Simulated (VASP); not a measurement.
The system is Nd3Si2I.

```
Nd Si I
1.0
     4.60066    0.00000    0.00000
    -2.30033    3.98429    0.00000
     0.00000    0.00000   10.81668
Nd Si I
3 2 1
Cartesian
  0.0000 0.0000 8.0340
  0.0000 0.0000 2.7827
  0.0000 0.0000 5.4083
  0.0000 2.6562 5.4083
  2.3003 1.3281 5.4083
  0.0000 0.0000 0.0000
```

The cell was generated, and may not be a known phase.

| Item | Value |
| --- | --- |
| Program | VASP 6.6.1 |
| Task | relaxation of cell and atoms |
| Functional | PBE |
| Potentials or basis | VASP PAW PBE potentials, release 64 (Nd_3, Si, I), 4f in core |
| Cutoff | 500 eV |
| k mesh | 3 × 3 × 1 |
| Occupations | gaussian, width 0.15 eV |
| Spin | no spin polarisation |

At the start: pressure 9.3 GPa; volume 33.05 Å³/atom.

Problem. Where does the relaxation end?

Solution. Over 7 steps the energy falls by 251.9 meV/atom and the volume is 42.84 Å³/atom (+29.7 %); space group P6/mmm (No. 191, to 0.1 Å) before and after.

Step by step:
```tsv
step	energy change (eV)	largest force (eV/Å)	pressure (GPa)	volume (Å³)
1	0.0000	0.1661	9.35	198.27
2	-1.4635	0.4746	-0.26	258.62
3	-1.4670	0.4452	0.11	254.41
4	-1.4671	0.4544	0.00	255.62
5	-1.4845	0.3498	-0.06	256.51
6	-1.5014	0.0807	-0.17	258.50
7	-1.5112	0.0199	0.00	257.07
```

Final structure:
```
Nd Si I
1.0
     4.91370    0.00000    0.00000
    -2.45685    4.25539    0.00000
     0.00000    0.00000   12.29428
Nd Si I
3 2 1
Direct
  0.00000 0.00000 0.74966
  0.00000 0.00000 0.25034
  0.00000 0.00000 0.50000
  0.33333 0.66667 0.50000
  0.66667 0.33333 0.50000
  0.00000 0.00000 0.00000
```

Caveat: the k points lie up to 0.51 Å⁻¹ apart in the final cell; the volume moved by over 15 % at a fixed basis, so the end points are rough; the run has no spin polarisation, though such a crystal can be magnetic.
